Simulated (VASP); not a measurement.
Crystal: TiN (Osbornite).

```
CELL_PARAMETERS angstrom
0.00000 2.11900 2.11900
2.11900 0.00000 2.11900
2.11900 2.11900 0.00000
ATOMIC_POSITIONS crystal
Ti 0.00000 0.00000 0.00000
N 0.50000 0.50000 0.50000
```

```yaml
Program: VASP 6.6.1
Task: relaxation of cell and atoms
Functional: PBEsol
Potentials_or_basis: VASP PAW PBE potentials, release 64 (Ti_sv, N)
Cutoff: 600 eV
k_mesh: 13 × 13 × 13
Occupations: fermi-dirac, width 0.1 eV
Spin: no spin polarisation
```

At the start: pressure -6.4 GPa; volume 9.51 Å³/atom.

Where does the relaxation end?

Over 3 steps the energy falls by 4.4 meV/atom and the volume is 9.30 Å³/atom (-2.2 %); space group Fm-3m (No. 225, to 0.05 Å).

The path:
| step | energy change (eV) | largest force (eV/Å) | pressure (GPa) | volume (Å³) |
| --- | --- | --- | --- | --- |
| 1 | 0.0000 | 0.0000 | -6.44 | 19.03 |
| 2 | 0.0108 | 0.0000 | 10.58 | 17.99 |
| 3 | -0.0088 | 0.0000 | -0.05 | 18.61 |

Final structure:
```
CELL_PARAMETERS angstrom
0.00000 2.10319 2.10319
2.10319 0.00000 2.10319
2.10319 2.10319 0.00000
ATOMIC_POSITIONS crystal
Ti 0.00000 0.00000 0.00000
N 0.50000 0.50000 0.50000
```

Caveat: the PAW data sets were made with another functional, which shifts forces and pressure a little.
